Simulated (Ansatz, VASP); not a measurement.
# Two plane-wave programs on In4Sb3As

File POSCAR:

```
In4Sb3As
1.0
    4.6090239446      0.0000000000      0.0000000000
    0.0000000000      4.6090239446      0.0000000000
    0.0000000000      0.0000000000     12.9987684508
As In Sb
1 4 3
Direct
    0.0000000000      0.0000000000      0.0000000000
    0.0000000000      0.5000000000      0.8876518365
    0.5000000000      0.0000000000      0.6294370928
    0.0000000000      0.5000000000      0.3705629072
    0.5000000000      0.0000000000      0.1123481635
    0.5000000000      0.5000000000      0.7584818472
    0.0000000000      0.0000000000      0.5000000000
    0.5000000000      0.5000000000      0.2415181528
```

INCAR.step1

```
ALGO = Normal ; EDIFF = 1E-4
ENCUT = 520 ; GGA = PE
ISMEAR = -1 ; LASPH = True
LCHARG = False ; LREAL = False
LWAVE = True ; NBANDS = 46
NELM = 60 ; PREC = Accurate
SIGMA = 0.02
```

Contents of INCAR.step2:

```
ALGO = Normal ; EDIFF = 1E-7
ENCUT = 520 ; ISIF = 2
ISMEAR = -1 ; ISTART = 1
LASPH = True ; LCHARG = True
LELF = True ; LMIXTAU = True
LREAL = False ; LVHAR = True
LWAVE = False ; METAGGA = R2SCAN
NBANDS = 46 ; NELM = 60
PREC = Accurate ; SIGMA = 0.02
```

KPOINTS

```
k-points
0
Gamma
  6 6 2
```

Input for Ansatz:

```yaml
crystal:
  lattice:
    - [4.6090239446, 0.0, 0.0]
    - [0.0, 4.6090239446, 0.0]
    - [0.0, 0.0, 12.9987684508]
  atoms:
    - { symbol: As, position: [0.0, 0.0, 0.0] }
    - { symbol: In, position: [0.0, 0.5, 0.8876518365] }
    - { symbol: Sb, position: [0.5, 0.5, 0.7584818472] }
    - { symbol: In, position: [0.5, 0.0, 0.6294370928] }
    - { symbol: Sb, position: [0.0, 0.0, 0.5] }
    - { symbol: In, position: [0.0, 0.5, 0.3705629072] }
    - { symbol: Sb, position: [0.5, 0.5, 0.2415181528] }
    - { symbol: In, position: [0.5, 0.0, 0.1123481635] }
kpoints:
  mp_grid: { grid: [6, 6, 2] }
hamiltonian:
  xc: r2scan
scf:
  occupations: { method: fermi_dirac, width: 0.02 }
  n_extra_bands: 6
output:
  forces: true
  stress: true
  eigenvalues: true
```

Alike in both runs: task single point; functional r2SCAN; k mesh 6 × 6 × 2; occupations fermi-dirac, width 0.02 eV; no spin polarisation.

|  | VASP | Ansatz |
| --- | --- | --- |
| version | VASP 6.6.1 | Ansatz 0.2.0 |
| potentials or method | VASP PAW PBE potentials, release 64 (As, In_d, Sb) | plane waves, PAW |
| plane-wave cutoff (eV) | 520 | 500 |
| valence electrons in the cell | 72 | 112 |

|  | VASP | Ansatz | Ansatz less VASP |
| --- | --- | --- | --- |
| pressure (GPa) | -1.3 | -1.3 | 0.00 |
| rms of the force components (eV/Å) | 0.005 | 0.005 | -0.0001 |

VASP's potentials were made for PBE, not for r2SCAN. The functional is the same, so the differences come from potentials, cutoffs and numerics. VASP's potentials hold 72 valence electrons a cell and Ansatz's 112, so a difference there can come from the potentials and not from the codes.

Spin-orbit coupling is off throughout.
